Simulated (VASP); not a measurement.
Write the native input for VASP 6.6.1 that does the following.

* Task: single point
* Functional: PBE
* Potentials or basis: VASP PAW PBE potentials, release 64 (C)
* Cutoff: 520 eV
* k mesh: 29 × 29 × 29
* Occupations: fermi-dirac, width 0.1 eV
* Spin: no spin polarisation
* Dipole correction: no
* Further INCAR settings: ALGO = Normal; EDIFF = 1e-06; NBANDS = 8

The structure of C lies in POSCAR:

```
C
1.0
    1.6942102561      0.0000000000      0.0000000000
    0.0000000000      1.6942102561      0.0000000000
    0.0000000000      0.0000000000      1.6942102561
C
1
Direct
    0.0000000000      0.0000000000      0.0000000000
```

This cell differs from its parent crystal: volume scaled by 0.88.

One way to write it, as run:

INCAR

```
SYSTEM = C
ALGO = Normal
EDIFF = 1E-6
ENCUT = 520
GGA = PE
ISIF = 2
ISMEAR = -1
LASPH = .TRUE.
LCHARG = .TRUE.
LELF = .TRUE.
LREAL = .FALSE.
LVHAR = .TRUE.
LWAVE = .FALSE.
NBANDS = 8
NELM = 60
PREC = Accurate
SIGMA = 0.1
```

KPOINTS

```
k-points
0
G
  29 29 29
  0 0 0
```

Potentials or basis: VASP PAW PBE potentials, release 64 (C).

The run is started by

```bash
$ cat potpaw_PBE.64/C/POTCAR > POTCAR
$ mpirun -np 1 vasp_std > vasp.out
```

Results of the run:

```
Pressure               : 60.3 GPa
Band gap on the k mesh : zero (band 2 reaches 23.63 eV, above the bottom of band 3 at 11.33 eV)
```

Run time: 5.5 s on 1 thread of Intel(R) Xeon(R) 6975P-C (Granite Rapids) (shared host), peak memory 0.12 GiB.
